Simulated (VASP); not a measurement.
# Cr (P6_3/mmc) in VASP: settings compared, part 2 of 2

VASP 6.6.1. The steps go on from the part before.

### 3 Single point, RPBE, collinear spin, ferromagnetic start

This run uses another cell than the first one, of 12.17 Å³/atom.

INCAR reads:

```
SYSTEM = Cr
ALGO = Normal
EDIFF = 1E-7
ENCUT = 520
GGA = RP
ISIF = 2
ISMEAR = -1
ISPIN = 2
LASPH = .TRUE.
LCHARG = .FALSE.
LMAXMIX = 4
LORBIT = 11
LREAL = .FALSE.
LWAVE = .FALSE.
MAGMOM = 3 3
NBANDS = 23
NELM = 150
PREC = Accurate
SIGMA = 0.05
```

KPOINTS reads:

```
k-points
0
G
  11 11 6
  0 0 0
```

POSCAR reads:

```
Cr
1.0
    2.5001305835      0.0000000000      0.0000000000
   -1.2500652918      2.1651765981      0.0000000000
    0.0000000000      0.0000000000      4.4963340702
Cr
2
Direct
    0.6666666667      0.3333333333      0.7500000000
    0.3333333333      0.6666666667      0.2500000000
```

Potentials or basis: VASP PAW PBE potentials, release 64 (Cr_pv).

Command:

```
> cat potpaw_PBE.64/Cr_pv/POTCAR > POTCAR
> mpirun -np 1 vasp_std > vasp.out
```

OUTCAR:

```text
SYSTEM = Cr
   EDIFF = 1E-7
   ENCUT = 520
   GGA = RP
   ISIF = 2
   ISMEAR = -1
   ISPIN = 2
   LASPH = .TRUE.
   LORBIT = 11
   LREAL = .FALSE.
   NELM = 150
   PREC = Accurate

 ion  position               nearest neighbor table
   1  0.667  0.333  0.750-   2 2.67   2 2.67   2 2.67   2 2.67   2 2.67   2 2.67
   2  0.333  0.667  0.250-   1 2.67   1 2.67   1 2.67   1 2.67   1 2.67   1 2.67

  LATTYP: Found a hexagonal cell.
 ALAT       =     2.5001305835
 C/A-ratio  =     1.7984396895

  Lattice vectors:

 A1 = (   2.5001305835,   0.0000000000,   0.0000000000)
 A2 = (  -1.2500652918,   2.1651765981,   0.0000000000)
 A3 = (   0.0000000000,   0.0000000000,   4.4963340702)

Analysis of symmetry for initial positions (statically):
[... 1468 lines left out ...]
  volume of cell :       24.34
      direct lattice vectors                 reciprocal lattice vectors
     2.500130583  0.000000000  0.000000000     0.399979108  0.230928046  0.000000000
    -1.250065292  2.165176598  0.000000000     0.000000000  0.461856091  0.000000000
     0.000000000  0.000000000  4.496334070     0.000000000  0.000000000  0.222403403

 POSITION                                       TOTAL-FORCE (eV/Angst)
 -----------------------------------------------------------------------------------
      1.25007      0.72173      3.37225        -0.000000      0.000000      0.000000
     -0.00000      1.44345      1.12408         0.000000     -0.000000      0.000000
 -----------------------------------------------------------------------------------
    total drift:                               -0.000000      0.000000     -0.000000

  FREE ENERGIE OF THE ION-ELECTRON SYSTEM (eV)
  ---------------------------------------------------
  free  energy   TOTEN  =       -17.1987845022 eV

  energy  without entropy=      -17.1764378852  energy(sigma->0) =      -17.18761119

 total charge

# of ion       s       p       d       tot
------------------------------------------
    1        0.449   6.359   4.181  10.988
    2        0.449   6.359   4.181  10.988
--------------------------------------------------
tot          0.897  12.717   8.362  21.977

 magnetization (x)

# of ion       s       p       d       tot
------------------------------------------
    1       -0.000   0.000   0.000   0.000
    2       -0.000   0.000   0.000   0.000
--------------------------------------------------
tot         -0.000   0.000   0.000   0.000
```

OSZICAR:

```text
N       E                     dE             d eps       ncg     rms          rms(c)
DAV:   1     0.245183681787E+03    0.24518E+03   -0.13434E+04  5920   0.128E+03
DAV:   2    -0.100793884387E+02   -0.25526E+03   -0.24623E+03  6098   0.381E+02
DAV:   3    -0.180042321708E+02   -0.79248E+01   -0.78586E+01  7316   0.785E+01
DAV:   4    -0.180757469747E+02   -0.71515E-01   -0.71434E-01  6484   0.751E+00
DAV:   5    -0.180766797528E+02   -0.93278E-03   -0.93260E-03  6280   0.814E-01    0.209E+01
DAV:   6    -0.167338244766E+02    0.13429E+01   -0.79677E+00  6616   0.310E+01    0.549E+00
DAV:   7    -0.170927904567E+02   -0.35897E+00   -0.42284E-01  6546   0.610E+00    0.432E+00
DAV:   8    -0.171535038575E+02   -0.60713E-01   -0.13558E-02  6224   0.118E+00    0.188E+00
DAV:   9    -0.171955063622E+02   -0.42003E-01   -0.11137E-02  6574   0.959E-01    0.522E-01
DAV:  10    -0.171985494888E+02   -0.30431E-02   -0.86825E-03  6119   0.626E-01    0.190E-01
DAV:  11    -0.171987682380E+02   -0.21875E-03   -0.34177E-04  6490   0.154E-01    0.695E-02
DAV:  12    -0.171987849767E+02   -0.16739E-04   -0.36916E-05  6427   0.544E-02    0.335E-02
DAV:  13    -0.171987856228E+02   -0.64609E-06   -0.59810E-06  6350   0.196E-02    0.799E-03
DAV:  14    -0.171987852474E+02    0.37536E-06   -0.61194E-07  6643   0.520E-03    0.229E-03
DAV:  15    -0.171987848411E+02    0.40631E-06   -0.23832E-07  5196   0.359E-03    0.939E-04
DAV:  16    -0.171987845803E+02    0.26079E-06   -0.15875E-08  3070   0.125E-03    0.419E-04
DAV:  17    -0.171987845022E+02    0.78071E-07   -0.55466E-09  3000   0.615E-04
   1 F= -.17198785E+02 E0= -.17187611E+02  d E =-.223466E-01  mag=    -0.0000
```

Run time: 34 s. Hardware: 1 thread of Intel Xeon 6975P-C (Granite Rapids), shared host; peak memory 0.17 GiB.

What came out:

```yaml
Free_energy: -17.1988 eV
Pressure: -0.4 GPa
Band_gap_on_the_k_mesh: zero (filled and empty bands overlap)
Net_moment: 0.00 μB per cell
Valence_electrons_inside_the_program's_atomic_spheres: Cr 10.99
```

Caveat: an empty level that is flat over the whole mesh can mark a ghost state of the potentials, or a narrow d or f band; the PAW data sets were made with another functional, which shifts forces and pressure a little.

### 4 Single point, BLYP, collinear spin, ferromagnetic start

This run uses another cell than the first one, of 12.32 Å³/atom.

INCAR reads:

```
SYSTEM = Cr
PREC = Accurate
ENCUT = 520
EDIFF = 1E-7
ISMEAR = -1
SIGMA = 0.05
LREAL = .FALSE.
LASPH = .TRUE.
NELM = 150
ALGO = Normal
ISIF = 2
LWAVE = .FALSE.
LCHARG = .FALSE.
ISPIN = 2
MAGMOM = 3 3
LORBIT = 11
LMAXMIX = 4
GGA = B5
ALDAX = 1.0
AGGAX = 1.0
AGGAC = 1.0
ALDAC = 0.0
NBANDS = 23
```

KPOINTS reads:

```
regular mesh
0
G
  11 11 6
  0 0 0
```

POSCAR reads:

```
Cr
1.0
    2.5016919288      0.0000000000      0.0000000000
   -1.2508459644      2.1665287628      0.0000000000
    0.0000000000      0.0000000000      4.5457244161
Cr
2
Direct
    0.6666666667      0.3333333333      0.7500000000
    0.3333333333      0.6666666667      0.2500000000
```

Command:

```
> cat potpaw_PBE.64/Cr_pv/POTCAR > POTCAR
> mpirun -np 1 vasp_std > vasp.out
```

It took 41 s on 1 thread of Intel Xeon 6975P-C (Granite Rapids), shared host; peak memory 0.18 GiB.

Results (log left out):

```yaml
Free_energy: -15.9217 eV
Pressure: -0.1 GPa
Band_gap_on_the_k_mesh: zero (filled and empty bands overlap)
Net_moment: 0.00 μB per cell
Valence_electrons_inside_the_program's_atomic_spheres: Cr 10.98
```

Levels at points of the mesh, in eV from the Fermi level:
Spin up:
```tsv
k point	band 8	band 9	band 10	band 11	band 12	band 13	band 14	band 15	band 16	band 17
(0.00, 0.00, 0.00)	-3.94	-1.34	-0.36	-0.36	-0.17	-0.07	-0.07	1.05	1.05	2.05
(0.00, 0.00, 0.50)	-5.41	-1.64	-1.64	-0.33	-0.33	-0.33	-0.33	1.68	1.68	1.68
```
Spin down:
```csv
k point,band 10,band 11,band 12,band 13,band 14,band 15
"(0.00, 0.00, 0.00)",-0.36,-0.36,-0.17,-0.07,-0.07,1.05
"(0.00, 0.00, 0.50)",-1.64,-0.33,-0.33,-0.33,-0.33,1.68
```

Caveat: an empty level that is flat over the whole mesh can mark a ghost state of the potentials, or a narrow d or f band; the PAW data sets were made with another functional, which shifts forces and pressure a little.
